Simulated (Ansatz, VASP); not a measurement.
This is a calculation of MoSe for VASP 6.6.1.

INCAR

```
ALGO = Normal ; EDIFF = 1E-6
ENCUT = 520 ; GGA = PE
ISIF = 2 ; ISMEAR = -1
LASPH = T ; LCHARG = T
LELF = T ; LREAL = F
LVHAR = T ; LWAVE = F
NBANDS = 17 ; NELM = 60
PREC = Accurate ; SIGMA = 0.05
```

The input KPOINTS:

```
k-points
0
Gamma
  9 9 6
```

File POSCAR:

```
MoSe
1.0
    3.4706685900      0.0000000000      0.0000000000
   -1.7353343000      3.0056871700      0.0000000000
    0.0000000000      0.0000000000      4.3727953400
Mo Se
1 1
Direct
    0.6666666700      0.3333333300      0.0254445500
    0.3333333300      0.6666666700      0.1184304700
```

Potentials or basis: VASP PAW PBE potentials, release 64 (Mo_sv, Se).

Run with:

```console
$ cat potpaw_PBE.64/Mo_sv/POTCAR potpaw_PBE.64/Se/POTCAR > POTCAR
$ mpirun -np 1 vasp_std > vasp.out
```

**Question.** Set up the same calculation for Ansatz 0.2.0. Potentials there: all-electron LAPW, scalar-relativistic.

**Answer.** As run (the cutoff follows the program's own potentials):

File input.yaml:

```yaml
crystal:
  lattice:
    - [3.47066859, 0.0, 0.0]
    - [-1.7353343, 3.00568717, 0.0]
    - [0.0, 0.0, 4.37279534]
  atoms:
    - { symbol: Mo, position: [0.66666667, 0.33333333, 0.02544455] }
    - { symbol: Se, position: [0.33333333, 0.66666667, 0.11843047] }
kpoints:
  mp_grid: { grid: [9, 9, 6] }
scf:
  occupations: { method: fermi_dirac, width: 0.05 }
hamiltonian:
  xc: pbe
  pseudopotentials: { kind: all_electron, lapw: { basis_error: 0.001 } }
output:
  forces: true
  stress: true
  eigenvalues: true
  populations: true
```

Potentials or basis: all-electron LAPW, scalar-relativistic.

Launch:

```bash
$ ansatz run input.yaml --threads 1 --pin off --max-ram 3072MiB --backend cpu --events-out ev --progress --plain --runs-dir out
```

Both were run:

|  | VASP | Ansatz | Ansatz less VASP |
| --- | --- | --- | --- |
| gap on the k mesh at the Fermi level (eV) | none | none | - |
| rms of the force components (eV/Å) | 3.581 | 3.556 | -0.0254 |

Atom by atom the forces differ by 0.025 eV/Å (rms over components). A gap of «none» marks a metal or a gap that the smearing closes. Ansatz ran all-electron here, and VASP with PAW potentials.
